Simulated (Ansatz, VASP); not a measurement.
**V: VASP beside Ansatz**

```
V
1.0
     0.00000    2.18762    1.42195
     2.18762    0.00000    1.42195
     2.18762    2.18762    0.00000
V
1
Direct
  0.00000 0.00000 0.00000
```

Alike in both runs: task single point; functional PBE; k mesh 24 × 24 × 24; occupations gaussian, width 0.15 eV; no spin polarisation.

```csv
,VASP,Ansatz
version,VASP 6.6.1,Ansatz 0.2.0
potentials or method,"VASP PAW PBE potentials, release 64 (V_sv), cutoff 520 eV","scalar-relativistic, plane waves, PAW"
valence electrons in the cell,13,13
```

Ansatz gave:

```
gap on the k mesh at the Fermi level (eV)                     : none
pressure (GPa)                                                : -1.4
traceless stress, the component that is largest in VASP (GPa) : 5.45
```

**Question.** Which values does VASP return?

**Answer.** gap on the k mesh at the Fermi level (eV): none; pressure (GPa): -0.9; traceless stress, the component that is largest in VASP (GPa): 5.44.

A gap of «none» marks a metal or a gap that the smearing closes.
